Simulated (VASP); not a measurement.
Set up this calculation in VASP 6.6.1, as the native input.

```yaml
Task: single point
Functional: PBE
Potentials_or_basis: VASP PAW PBE potentials, release 64 (Tl_d)
Cutoff: 520 eV
k_mesh: 7 × 7 × 4
Occupations: fermi-dirac, width 0.05 eV
Spin: no spin polarisation
Dipole_correction: no
Further_INCAR_settings: ALGO = Normal; EDIFF = 1e-07; NBANDS = 20
```

The structure of Tl lies in POSCAR:

```
Tl
1.0
    3.4560000000      0.0000000000      0.0000000000
   -1.7280000000      2.9929837955      0.0000000000
    0.0000000000      0.0000000000      5.5250000000
Tl
2
Direct
    0.6666666667      0.3333333333      0.7500000000
    0.3333333333      0.6666666667      0.2500000000
```

One way to write it, as run:

INCAR

```
SYSTEM = Tl
PREC = Accurate
ENCUT = 520
EDIFF = 1E-7
ISMEAR = -1
SIGMA = 0.05
LREAL = .FALSE.
LASPH = .TRUE.
NELM = 100
ALGO = Normal
ISIF = 2
LWAVE = .FALSE.
LCHARG = .FALSE.
GGA = PE
NBANDS = 20
```

KPOINTS

```
regular mesh
0
G
  7 7 4
  0 0 0
```

Potentials or basis: VASP PAW PBE potentials, release 64 (Tl_d).

Command:

```bash
$ cat potpaw_PBE.64/Tl_d/POTCAR > POTCAR
$ mpirun -np 1 vasp_std > vasp.out
```

Results of the run:

| Item | Value |
| --- | --- |
| Pressure | 3.2 GPa |
| Band gap on the k mesh | zero (bands 13 and 14 overlap by 5.42 eV) |

Caveat: the cell stands under pressure; spin-orbit coupling is left out, which moves the levels of the heavy elements.

Run time: 34 s on 1 thread of Intel Xeon 8259CL, with other jobs on the host, peak memory 0.18 GiB.
